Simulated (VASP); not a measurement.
# K2S (Fm-3m) in VASP: a series of runs

K2S is run at these levels: r2SCAN; tasks: single point, relaxation of cell and atoms.

Program: VASP 6.6.1. These are calculated values, not measurements. Logs are shortened: lines on timing, memory, paths and dates and some standing lists are left out, and cuts for length are marked.

**1. The cell of the first run**

The structure is cubic, space group Fm-3m (No. 225). The conventional cell has a = 7.406 Å, b = 7.406 Å, c = 7.406 Å, α = 90.00°, β = 90.00°, γ = 90.00°. Within 4.2 Å of K (site symmetry -43m) lie 4 S at 3.21 Å and 6 K at 3.70 Å. S (site symmetry m-3m) has 8 K at 3.21 Å within 4.2 Å.

**2. Single point, r2SCAN**

POSCAR

```
K2S
1.0
    3.7031286609      3.7031286609      0.0000000000
   -3.7031286609      3.7031286609      0.0000000000
    0.0000000000      3.7031286609      3.7031286609
K S
2 1
Direct
    0.2500000000      0.7500000000      0.5000000000
    0.7500000000      0.2500000000      0.5000000000
    0.0000000000      0.0000000000      0.0000000000
```

INCAR.step1

```
SYSTEM = K2S
PREC     = Accurate       ! precision mode
ENCUT    = 550            ! plane-wave cutoff, eV
ISMEAR   = 0              ! smearing method
SIGMA    = 0.01           ! smearing width, eV
LREAL    = .FALSE.        ! projectors in reciprocal space
LASPH    = .TRUE.         ! aspherical terms in the spheres
NELM     = 120            ! most SCF steps
NBANDS   = 19             ! bands
GGA      = PE             ! functional
ALGO     = Normal         ! electronic algorithm
EDIFF    = 1E-5           ! SCF threshold, eV
LWAVE    = .TRUE.         ! write WAVECAR
LCHARG   = .FALSE.        ! write CHGCAR
GGA_COMPAT= .FALSE.
```

INCAR.step2

```
SYSTEM = K2S
PREC     = Accurate       ! precision mode
ENCUT    = 550            ! plane-wave cutoff, eV
EDIFF    = 1E-6           ! SCF threshold, eV
ISMEAR   = 0              ! smearing method
SIGMA    = 0.01           ! smearing width, eV
LREAL    = .FALSE.        ! projectors in reciprocal space
LASPH    = .TRUE.         ! aspherical terms in the spheres
NELM     = 120            ! most SCF steps
ALGO     = Normal         ! electronic algorithm
ISIF     = 2              ! what is computed and relaxed
LWAVE    = .FALSE.        ! write WAVECAR
LCHARG   = .FALSE.        ! write CHGCAR
METAGGA  = R2SCAN         ! meta-GGA
LMIXTAU  = .TRUE.       
NBANDS   = 19             ! bands
ISTART   = 1            
GGA_COMPAT= .FALSE.
```

KPOINTS

```
regular mesh
0
G
  6 6 6
  0 0 0
```

Potentials or basis: VASP PAW PBE potentials, release 64 (K_sv, S).

Launch:

```
> cat potpaw_PBE.64/K_sv/POTCAR potpaw_PBE.64/S/POTCAR > POTCAR
> cp INCAR.step1 INCAR
> mpirun -np 1 vasp_std > vasp.out
> cp INCAR.step2 INCAR
> mpirun -np 1 vasp_std > vasp.out
```

OUTCAR:

```text
SYSTEM = K2S
   PREC = Accurate
   ENCUT = 550
   EDIFF = 1E-6
   ISMEAR = 0
   LREAL = .FALSE.
   LASPH = .TRUE.
   NELM = 120
   ISIF = 2
   METAGGA = R2SCAN
   ISTART = 1

 ion  position               nearest neighbor table
   1  0.250  0.750  0.500-   3 3.21   3 3.21   3 3.21   3 3.21   2 3.70   2 3.70   2 3.70   2 3.70
                             2 3.70   2 3.70
   2  0.750  0.250  0.500-   3 3.21   3 3.21   3 3.21   3 3.21   1 3.70   1 3.70   1 3.70   1 3.70
                             1 3.70   1 3.70
   3  0.000  0.000  0.000-   2 3.21   1 3.21   1 3.21   2 3.21   1 3.21   2 3.21   2 3.21   1 3.21

  LATTYP: Found a face centered cubic cell.
 ALAT       =     7.4062573218

  Lattice vectors:

 A1 = (   0.0000000000,   3.7031286609,   3.7031286609)
 A2 = (   3.7031286609,   0.0000000000,   3.7031286609)
 A3 = (   3.7031286609,   3.7031286609,   0.0000000000)

Analysis of symmetry for initial positions (statically):
=====================================================================
 Subroutine PRICEL returns:
 Original cell was already a primitive cell.

 Routine SETGRP: Setting up the symmetry group for a
 face centered cubic supercell.

 Subroutine GETGRP returns: Found 48 space group operations
 (whereof 48 operations were pure point group operations)
 out of a pool of 48 trial point group operations.

The static configuration has the point symmetry O_h .

Analysis of symmetry for dynamics (positions and initial velocities):
=====================================================================
 Subroutine PRICEL returns:
 Original cell was already a primitive cell.

 Routine SETGRP: Setting up the symmetry group for a
 face centered cubic supercell.

 Subroutine GETGRP returns: Found 48 space group operations
 (whereof 48 operations were pure point group operations)
 out of a pool of 48 trial point group operations.

The dynamic configuration has the point symmetry O_h .

 Subroutine INISYM returns: Found 48 space group operations
 (whereof 48 operations are pure point group operations),
 and found     1 'primitive' translations

----------------------------------------------------------------------------------------

                                     Primitive cell

  volume of cell :     101.5632

[... 76 lines left out ...]
   LNONCOLLINEAR =      F non collinear calculations
   LSORBIT =      F    spin-orbit coupling
   LASPH  =      T    aspherical Exc in radial PAW
   ENCUT  =  550.0 eV  40.42 Ry    6.36 a.u.  10.01 10.01 10.01*2*pi/ulx,y,z
   NELM   =    120;   NELMIN=  2; NELMDL=  0     # of ELM steps
   EDIFF  = 0.1E-05   stopping-criterion for ELM
   LREAL  =      F    real-space projection
   EDIFFG = 0.1E-04   stopping-criterion for IOM
   NSW    =      0    number of steps for IOM
   IBRION =     -1    ionic relax: 0-MD 1-quasi-New 2-CG
   NFREE  =      0    steps in history (QN), initial steepest desc. (CG)
   ISIF   =      2    stress and relaxation
   ISYM   =      2    0-nonsym 1-usesym 2-fastsym
   POTIM  = 0.5000    time-step for ionic-motion
   TEBEG  =    0.0;   TEEND  =   0.0 temperature during run
   PSTRESS=    0.0 pullay stress
   NELECT =      24.0000    total number of electrons
   NUPDOWN=      -1.0000    fix difference up-down
   EMIN   =  10.00;   EMAX   =-10.00  energy-range for DOS
   EFERMI =   0.00;   METHOD = LEGACY
   ISMEAR =     0;   SIGMA  =   0.01  broadening in eV -4-tet -1-fermi 0-gaus
   EFERMI_NEDOS =   21; number of points for ismear=-14 and -15
   IALGO  =     38    algorithm
   IMIX   =      4    mixing-type and parameters
     AMIX     =   0.40;   BMIX     =  1.00
     AMIX_MAG =   1.60;   BMIX_MAG =  1.00
  volume/ion in A,a.u.               =      33.85       228.46
  Fermi-wavevector in a.u.,A,eV,Ry     =   1.012123  1.912634 13.937701  1.024392
  Thomas-Fermi vector in A             =   2.145213
   LORBIT       =      0    0 simple, 1 ext, 2 COOP (PROOUT), +10 PAW based schemes
   METAGGA = R2SCAN    functional components
   LHFCALC =     F    Hartree Fock is set to
   AEXX    =    0.0000 exact exchange contribution
   IVDW    =     0    specifies the selected vdW correction
   LEPSILON=     F    determine dielectric tensor
   LRPA    =     F    only Hartree local field effects (RPA)
 non-spin polarized calculation
 Gauss-broadening in eV      SIGMA  =   0.01
  energy-cutoff  :      550.00
  volume of cell :      101.56
 maximum number of plane-waves:      2993
   NGX = 21   NGY = 21   NGZ = 21

 number of electron      23.9999996 magnetization

 Free energy of the ion-electron system (eV)
  ---------------------------------------------------
  ext. energy  EPLUGINS =         0.00000000
  ---------------------------------------------------
  free energy    TOTEN  =       -23.81366812 eV

  energy without entropy =      -23.81366812  energy(sigma->0) =      -23.81366812

 E-fermi :  -0.5316     XC(G=0):  -7.7089

 val. band max:       -0.6108504937   @ k =   0.5000   0.5000   0.0000
 cond. band min:       2.1481170805   @ k =   0.0000   0.0000   0.0000
 fundamental gap:      2.7589675742
 Fermi energy:        -0.5315612628

 k-point     1 :       0.0000    0.0000    0.0000
  band No.  band energies     occupation
      1     -31.0688      2.00000
      2     -30.9890      2.00000
      3     -13.8878      2.00000
      4     -13.8878      2.00000
      5     -13.8878      2.00000
      6     -13.6571      2.00000
[... 329 lines left out ...]
      6     -13.7053      2.00000
[... 11 lines left out ...]
     18       7.4840      0.00000
     19       7.9052      0.00000

------------------------ aborting loop because EDIFF is reached ----------------------------------------

  FORCE on cell =-STRESS in cart. coord.  units (eV):
  Direction    XX          YY          ZZ          XY          YZ          ZX
  --------------------------------------------------------------------------------------
  -------------------------------------------------------------------------------------
  Total        0.0094409      0.0094409      0.0094409      0.0000000      0.0000000     -0.0000000
  in kB        0.1489315      0.1489315      0.1489315      0.0000000      0.0000000     -0.0000000
  external PRESSURE =       0.1489315 kB  Pullay stress =       0.0000000 kB

 VOLUME and BASIS-vectors are now :
 -----------------------------------------------------------------------------
  energy-cutoff  :      550.00
  volume of cell :      101.56
      direct lattice vectors                 reciprocal lattice vectors
     3.703128661  3.703128661  0.000000000     0.135020964  0.135020964 -0.135020964
    -3.703128661  3.703128661  0.000000000    -0.135020964  0.135020964 -0.135020964
     0.000000000  3.703128661  3.703128661     0.000000000  0.000000000  0.270041927

 POSITION                                       TOTAL-FORCE (eV/Angst)
 -----------------------------------------------------------------------------------
     -1.85156      5.55469      1.85156         0.000000      0.000000      0.000000
      1.85156      5.55469      1.85156        -0.000000      0.000000      0.000000
      0.00000      0.00000      0.00000        -0.000000     -0.000000      0.000000
 -----------------------------------------------------------------------------------
    total drift:                                0.000000      0.000000      0.000000

  FREE ENERGIE OF THE ION-ELECTRON SYSTEM (eV)
  ---------------------------------------------------
  free  energy   TOTEN  =       -23.8136681217 eV

  energy  without entropy=      -23.8136681217  energy(sigma->0) =      -23.81366812
```

OSZICAR.step1:

```text
N       E                     dE             d eps       ncg     rms          rms(c)
DAV:   1     0.160125489453E+03    0.16013E+03   -0.11209E+04   608   0.114E+03
DAV:   2     0.200867710577E+01   -0.15812E+03   -0.15197E+03   683   0.312E+02
DAV:   3    -0.105368328690E+02   -0.12546E+02   -0.12504E+02  1053   0.675E+01
DAV:   4    -0.108462145502E+02   -0.30938E+00   -0.30922E+00   901   0.102E+01
DAV:   5    -0.108607976544E+02   -0.14583E-01   -0.14582E-01   925   0.138E+00    0.526E+00
DAV:   6    -0.948227797326E+01    0.13785E+01   -0.37182E+00   844   0.735E+00    0.477E+00
DAV:   7    -0.939927023324E+01    0.83008E-01   -0.97378E-01   805   0.316E+00    0.348E+00
DAV:   8    -0.942774062331E+01   -0.28470E-01   -0.27598E-01   696   0.202E+00    0.105E+00
DAV:   9    -0.941116884517E+01    0.16572E-01   -0.94557E-02   697   0.884E-01    0.552E-01
DAV:  10    -0.941733205494E+01   -0.61632E-02   -0.11738E-02   683   0.406E-01    0.166E-01
DAV:  11    -0.941669720524E+01    0.63485E-03   -0.58889E-03   697   0.238E-01    0.106E-01
DAV:  12    -0.941699278078E+01   -0.29558E-03   -0.22431E-03   694   0.137E-01    0.113E-01
DAV:  13    -0.941697836240E+01    0.14418E-04   -0.83540E-04   724   0.907E-02    0.181E-02
DAV:  14    -0.941698152651E+01   -0.31641E-05   -0.26340E-05   620   0.240E-02
   1 F= -.94169815E+01 E0= -.94169815E+01  d E =-.396185E-55
```

It took 84 s on 1 thread of Intel Xeon 6975P-C (Granite Rapids), shared host; peak memory 0.26 GiB.

What came out:

```
Free energy            : -23.8137 eV
Pressure               : 0.0 GPa
Band gap on the k mesh : 2.76 eV (least direct gap 2.95 eV)
```

Caveat: the PAW data sets were made with another functional, which shifts forces and pressure a little.

**3. Single point, r2SCAN**

POSCAR is that of step 2.

INCAR.step1

```
SYSTEM = K2S
  PREC = Accurate
  ENCUT = 550
  ISMEAR = -1
  SIGMA = 0.08
  LREAL = .False.
  LASPH = .True.
  NELM = 120
  NBANDS = 19
  GGA = PE
  ALGO = Normal
  EDIFF = 1E-5
  LWAVE = .True.
  LCHARG = .False.
  GGA_COMPAT = .False.
```

INCAR.step2

```
SYSTEM = K2S
  PREC = Accurate
  ENCUT = 550
  EDIFF = 1E-6
  ISMEAR = -1
  SIGMA = 0.08
  LREAL = .False.
  LASPH = .True.
  NELM = 120
  ALGO = Normal
  ISIF = 2
  LWAVE = .False.
  LCHARG = .False.
  METAGGA = R2SCAN
  LMIXTAU = .True.
  NBANDS = 19
  ISTART = 1
  GGA_COMPAT = .False.
```

KPOINTS

```
regular mesh
0
Gamma
  10 10 10
  0 0 0
```

Potentials or basis: VASP PAW PBE potentials, release 64 (K_sv, S).

Launch:

```
> cat potpaw_PBE.64/K_sv/POTCAR potpaw_PBE.64/S/POTCAR > POTCAR
> cp INCAR.step1 INCAR
> mpirun -np 1 vasp_std > vasp.out
> cp INCAR.step2 INCAR
> mpirun -np 1 vasp_std > vasp.out
```

OUTCAR:

```text
SYSTEM = K2S
   PREC = Accurate
   ENCUT = 550
   EDIFF = 1E-6
   ISMEAR = -1
   LREAL = .False.
   LASPH = .True.
   NELM = 120
   ISIF = 2
   METAGGA = R2SCAN
   ISTART = 1

 ion  position               nearest neighbor table
   1  0.250  0.750  0.500-   3 3.21   3 3.21   3 3.21   3 3.21   2 3.70   2 3.70   2 3.70   2 3.70
                             2 3.70   2 3.70
   2  0.750  0.250  0.500-   3 3.21   3 3.21   3 3.21   3 3.21   1 3.70   1 3.70   1 3.70   1 3.70
                             1 3.70   1 3.70
   3  0.000  0.000  0.000-   2 3.21   1 3.21   1 3.21   2 3.21   1 3.21   2 3.21   2 3.21   1 3.21

[... 725 lines left out ...]
  --------------------------------------------------------------------------------------
  -------------------------------------------------------------------------------------
  Total        0.0082116      0.0082116      0.0082116      0.0000000     -0.0000000      0.0000000
  in kB        0.1295397      0.1295397      0.1295397      0.0000000     -0.0000000      0.0000000
  external PRESSURE =       0.1295397 kB  Pullay stress =       0.0000000 kB

 VOLUME and BASIS-vectors are now :
 -----------------------------------------------------------------------------
  energy-cutoff  :      550.00
  volume of cell :      101.56
      direct lattice vectors                 reciprocal lattice vectors
     3.703128661  3.703128661  0.000000000     0.135020964  0.135020964 -0.135020964
    -3.703128661  3.703128661  0.000000000    -0.135020964  0.135020964 -0.135020964
     0.000000000  3.703128661  3.703128661     0.000000000  0.000000000  0.270041927

 POSITION                                       TOTAL-FORCE (eV/Angst)
 -----------------------------------------------------------------------------------
     -1.85156      5.55469      1.85156         0.000000     -0.000000     -0.000000
      1.85156      5.55469      1.85156        -0.000000      0.000000      0.000000
      0.00000      0.00000      0.00000         0.000000     -0.000000      0.000000
 -----------------------------------------------------------------------------------
    total drift:                                0.000000      0.000000      0.000000

  FREE ENERGIE OF THE ION-ELECTRON SYSTEM (eV)
  ---------------------------------------------------
  free  energy   TOTEN  =       -23.8136680763 eV

  energy  without entropy=      -23.8136680691  energy(sigma->0) =      -23.81366807
```

OUTCAR.step1:

```text
SYSTEM = K2S
   PREC = Accurate
   ENCUT = 550
   ISMEAR = -1
   LREAL = .False.
   LASPH = .True.
   NELM = 120
[... 752 lines left out ...]
     -1.85156      5.55469      1.85156         0.000000     -0.000000      0.000000
      1.85156      5.55469      1.85156         0.000000      0.000000     -0.000000
      0.00000      0.00000      0.00000        -0.000000      0.000000      0.000000
 -----------------------------------------------------------------------------------
    total drift:                                0.000000      0.000000      0.000000

  FREE ENERGIE OF THE ION-ELECTRON SYSTEM (eV)
  ---------------------------------------------------
  free  energy   TOTEN  =        -9.4169826097 eV

  energy  without entropy=       -9.4169825432  energy(sigma->0) =       -9.41698258
```

OSZICAR.step1:

```text
N       E                     dE             d eps       ncg     rms          rms(c)
DAV:   1     0.161468050338E+03    0.16147E+03   -0.11191E+04  1786   0.113E+03
DAV:   2     0.240024048275E+01   -0.15907E+03   -0.15470E+03  1987   0.313E+02
DAV:   3    -0.105102959641E+02   -0.12911E+02   -0.12864E+02  3074   0.688E+01
DAV:   4    -0.108457793154E+02   -0.33548E+00   -0.33525E+00  2606   0.106E+01
DAV:   5    -0.108607917699E+02   -0.15012E-01   -0.15011E-01  2848   0.142E+00    0.526E+00
DAV:   6    -0.948204581881E+01    0.13787E+01   -0.37129E+00  2476   0.737E+00    0.477E+00
DAV:   7    -0.939900862523E+01    0.83037E-01   -0.97105E-01  2334   0.318E+00    0.348E+00
DAV:   8    -0.942783723104E+01   -0.28829E-01   -0.27923E-01  2035   0.203E+00    0.106E+00
DAV:   9    -0.941113209045E+01    0.16705E-01   -0.95171E-02  2048   0.888E-01    0.550E-01
DAV:  10    -0.941735928068E+01   -0.62272E-02   -0.12049E-02  2020   0.409E-01    0.166E-01
DAV:  11    -0.941669541002E+01    0.66387E-03   -0.61347E-03  2110   0.243E-01    0.106E-01
DAV:  12    -0.941698588118E+01   -0.29047E-03   -0.21652E-03  2048   0.136E-01    0.113E-01
DAV:  13    -0.941697984473E+01    0.60364E-05   -0.85280E-04  2093   0.917E-02    0.197E-02
DAV:  14    -0.941698260968E+01   -0.27649E-05   -0.29126E-05  1826   0.248E-02
   1 F= -.94169826E+01 E0= -.94169826E+01  d E =-.665005E-07
```

It took 3.3 min on 1 thread of Intel Xeon 6975P-C (Granite Rapids), shared host; peak memory 0.3 GiB.

Results:

| Quantity | Value |
| --- | --- |
| Free energy | -23.8137 eV |
| Pressure | 0.0 GPa |
| Band gap on the k mesh | 2.76 eV (least direct gap 2.95 eV) |

Levels at points of the mesh, in eV from the valence-band top:
```tsv
k point	band 10	band 11	band 12	band 13	band 14	band 15
(0.00, 0.00, 0.00)	-0.19	-0.19	-0.19	2.76	5.95	5.95
(0.50, 0.00, 0.00)	-0.60	-0.06	-0.06	4.95	5.61	6.26
(0.50, 0.50, 0.00)	-0.71	0.00	0.00	3.71	5.90	7.18
```

Caveat: the PAW data sets were made with another functional, which shifts forces and pressure a little.

**4. Relaxation of cell and atoms, r2SCAN**

This run uses another cell than the first one, of 33.65 Å³/atom.

POSCAR

```
K2S
1.0
    3.6955000000      3.6955000000      0.0000000000
   -3.6955000000      3.6955000000      0.0000000000
    0.0000000000      3.6955000000      3.6955000000
K S
2 1
Direct
    0.2500000000      0.7500000000      0.5000000000
    0.7500000000      0.2500000000      0.5000000000
    0.0000000000      0.0000000000      0.0000000000
```

INCAR.step1

```
SYSTEM = K2S
  ALGO = Normal
  EDIFF = 1E-5
  EDIFFG = -0.005
  ENCUT = 550
  GGA = PE
  GGA_COMPAT = .False.
  IBRION = 2
  ISIF = 3
  ISMEAR = -1
  LASPH = .True.
  LCHARG = .False.
  LREAL = .False.
  LWAVE = .True.
  NELM = 120
  NELMIN = 4
  NSW = 100
  PREC = Accurate
  SIGMA = 0.08
```

INCAR.step2

```
SYSTEM = K2S
  ALGO = Normal
  EDIFF = 1E-7
  EDIFFG = -0.002
  ENCUT = 550
  GGA_COMPAT = .False.
  IBRION = 2
  ISIF = 3
  ISMEAR = -1
  ISTART = 1
  LASPH = .True.
  LCHARG = .False.
  LMIXTAU = .True.
  LREAL = .False.
  LWAVE = .False.
  METAGGA = R2SCAN
  NELM = 120
  NELMIN = 4
  NSW = 100
  PREC = Accurate
  SIGMA = 0.08
```

KPOINTS

```
k-points
0
Gamma
  10 10 10
  0 0 0
```

Launch:

```
> cat potpaw_PBE.64/K_sv/POTCAR potpaw_PBE.64/S/POTCAR > POTCAR
> cp INCAR.step1 INCAR
> mpirun -np 1 vasp_std > vasp.out
> cp INCAR.step2 INCAR
> mpirun -np 1 vasp_std > vasp.out
```

Run time: 11 min. Hardware: 1 thread of Intel Xeon 6975P-C (Granite Rapids), shared host; peak memory 0.3 GiB.

The run converged. Its results:

- Free energy: -23.8136 eV
- Relaxed volume: 33.89 Å³/atom
- Relaxed cell: a = 5.239 Å, b = 5.239 Å, c = 5.239 Å, α = 60.00°, β = 60.00°, γ = 90.00°
- Space group after relaxing (to 0.1 Å): Fm-3m (No. 225)
- Energy gained by relaxing: 0.1 meV/atom
- Ionic steps: 4
- Pressure after relaxing: 0.0 GPa
- Band gap on the k mesh: 2.76 eV (least direct gap 2.95 eV)

Step by step:
| step | energy change (eV) | largest force (eV/Å) | pressure (GPa) | volume (Å³) |
| --- | --- | --- | --- | --- |
| 1 | 0.0000 | 0.0000 | 0.14 | 100.94 |
| 2 | -0.0003 | 0.0000 | 0.06 | 101.38 |
| 3 | -0.0003 | 0.0000 | 0.01 | 101.60 |
| 4 | -0.0003 | 0.0000 | 0.00 | 101.67 |

Final structure:
```yaml
crystal:
  lattice:
    - [3.70442, 3.70442, 0.00000]
    - [-3.70442, 3.70442, 0.00000]
    - [0.00000, 3.70442, 3.70442]
  atoms:
    - { symbol: K, position: [0.25000, 0.75000, 0.50000] }
    - { symbol: K, position: [0.75000, 0.25000, 0.50000] }
    - { symbol: S, position: [0.00000, 0.00000, 0.00000] }
```

Levels at points of the mesh, in eV from the valence-band top:
```csv
k point,band 8,band 9,band 10,band 11,band 12,band 13,band 14,band 15,band 16
"(0.00, 0.00, 0.00)",-13.05,-10.04,-0.19,-0.19,-0.19,2.76,5.95,5.95,7.99
"(0.50, 0.00, 0.00)",-13.17,-9.84,-0.60,-0.06,-0.06,4.95,5.61,6.25,6.25
"(0.50, 0.50, 0.00)",-12.98,-9.79,-0.71,0.00,0.00,3.71,5.89,7.18,7.20
```

Caveat: the PAW data sets were made with another functional, which shifts forces and pressure a little.

**5. Summary**

```tsv
task	cell	k mesh	smearing	gap on the mesh (eV)	pressure (GPa)
single point	a = 5.237 Å, angles 60.0, 60.0, 90.0°, 3 atoms	6 × 6 × 6	gaussian 0.01 eV	2.76	0.0
single point	a = 5.237 Å, angles 60.0, 60.0, 90.0°, 3 atoms	10 × 10 × 10	fermi-dirac 0.08 eV	2.76	0.0
relaxation of cell and atoms	relaxed from a = 5.226 Å, angles 60.0, 60.0, 90.0°, 3 atoms	10 × 10 × 10	fermi-dirac 0.08 eV	2.76	0.0
```

Alike in all rows: level r2SCAN; potentials or basis VASP PAW PBE potentials, release 64 (K_sv, S); no spin polarisation; cutoff (eV) 550.

Caveats: the PAW data sets were made with another functional, which shifts forces and pressure a little.

Total energies depend on the potentials used, so only differences within one code and one set of settings carry meaning.
